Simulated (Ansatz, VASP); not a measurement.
**Two plane-wave programs on NaI**

POSCAR

```
NaI
1.0
   -0.0080743013      3.2297205115      3.2297205115
    3.2297205115     -0.0080743013      3.2297205115
    3.2216462102      3.2216462102      0.0000000000
Na I
1 1
Direct
    0.0000000000      0.0000000000      0.0000000000
    0.5000000000      0.5000000000      0.5000000000
```

INCAR.step1

```
SYSTEM = NaI
ALGO = Normal
EDIFF = 1E-4
ENCUT = 520
GGA = PE
ISMEAR = 0
LASPH = .TRUE.
LCHARG = .FALSE.
LREAL = .FALSE.
LWAVE = .TRUE.
NBANDS = 14
NELM = 100
PREC = Accurate
SIGMA = 0.01
```

Contents of INCAR.step2:

```
SYSTEM = NaI
ALGO = Normal
EDIFF = 1E-7
ENCUT = 520
ISIF = 2
ISMEAR = 0
ISTART = 1
LASPH = .TRUE.
LCHARG = .FALSE.
LMIXTAU = .TRUE.
LREAL = .FALSE.
LWAVE = .FALSE.
METAGGA = R2SCAN
NBANDS = 14
NELM = 100
PREC = Accurate
SIGMA = 0.01
```

File KPOINTS:

```
k-points
0
G
  8 8 8
  0 0 0
```

Input for Ansatz:

```yaml
crystal:
  lattice:
    - [-0.0080743013, 3.2297205115, 3.2297205115]
    - [3.2297205115, -0.0080743013, 3.2297205115]
    - [3.2216462102, 3.2216462102, 0.0]
  atoms:
    - { symbol: Na, position: [0.0, 0.0, 0.0] }
    - { symbol: I, position: [0.5, 0.5, 0.5] }
kpoints:
  mp_grid: { grid: [8, 8, 8] }
  band_path:
    path:
      - [0.0, 0.0, 0.0]
      - [0.5, 0.0, 0.5]
      - [0.625, 0.25, 0.625]
      - [0.375, 0.375, 0.75]
      - [0.5, 0.5, 0.5]
      - [0.5, 0.25, 0.75]
    npoints: 1
hamiltonian:
  xc: r2scan
scf:
  occupations: { method: fixed }
  n_extra_bands: 4
output:
  forces: true
  stress: true
  eigenvalues: true
```

Change from the starting cell: shear_xy strain -0.5%.

Alike in both runs: task single point; functional r2SCAN; k mesh 8 × 8 × 8; no spin polarisation.

|  | VASP | Ansatz |
| --- | --- | --- |
| version | VASP 6.6.1 | Ansatz 0.2.0 |
| potentials or method | VASP PAW PBE potentials, release 64 (Na_pv, I) | plane waves, PAW |
| plane-wave cutoff (eV) | 520 | 500 |
| occupations | gaussian, width 0.01 eV | fixed |
| valence electrons in the cell | 14 | 26 |

Ansatz gave:

```
gap on the k mesh at the Fermi level (eV) : 4.44
pressure (GPa)                            : 0.0
```

Estimate VASP's values.

gap on the k mesh at the Fermi level (eV): 4.45; pressure (GPa): -0.1.

VASP's potentials were made for PBE, not for r2SCAN. VASP's potentials hold 14 valence electrons a cell and Ansatz's 26, so a difference there can come from the potentials and not from the codes.

Neither program's run includes spin-orbit coupling.
